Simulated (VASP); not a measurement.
Runs of VASP 6.6.1 on NaHF2. The structure is that of space group R-3m (No. 166), or close to it. The cells are those of the table. 

```csv
task,cell,k mesh,cutoff (eV),smearing,gap on the mesh (eV),pressure (GPa),largest force (eV/Å)
single point,"a = 4.917 Å, angles 39.8°, 4 atoms",9 × 9 × 9,520,gaussian 0.05 eV,6.87,0.1,(b)
single point,"a = 5.050 Å, angles 40.0°, 4 atoms",6 × 6 × 6,520,gaussian 0.1 eV,6.32,-7.0,2.12
relaxation of cell and atoms,"relaxed from a = 4.913 Å, angles 39.9°, 4 atoms",9 × 9 × 9,600,gaussian 0.02 eV,6.89,0.0,-
single point,"a = 4.917 Å, angles 39.8°, 4 atoms",9 × 9 × 9,520,gaussian 0.02 eV,6.87,0.1,(a)
```

Alike in all rows: level LDA; potentials or basis VASP PAW LDA potentials, release 64 (Na_pv, H, F); no spin polarisation.

Q: Estimate the missing entries.

A: (a) 0.10; (b) 0.09.

Caveats: forces of over 1 eV/Å act on the atoms, so gaps and moduli don't describe the material at rest (some runs).

A k mesh can miss the band edges.
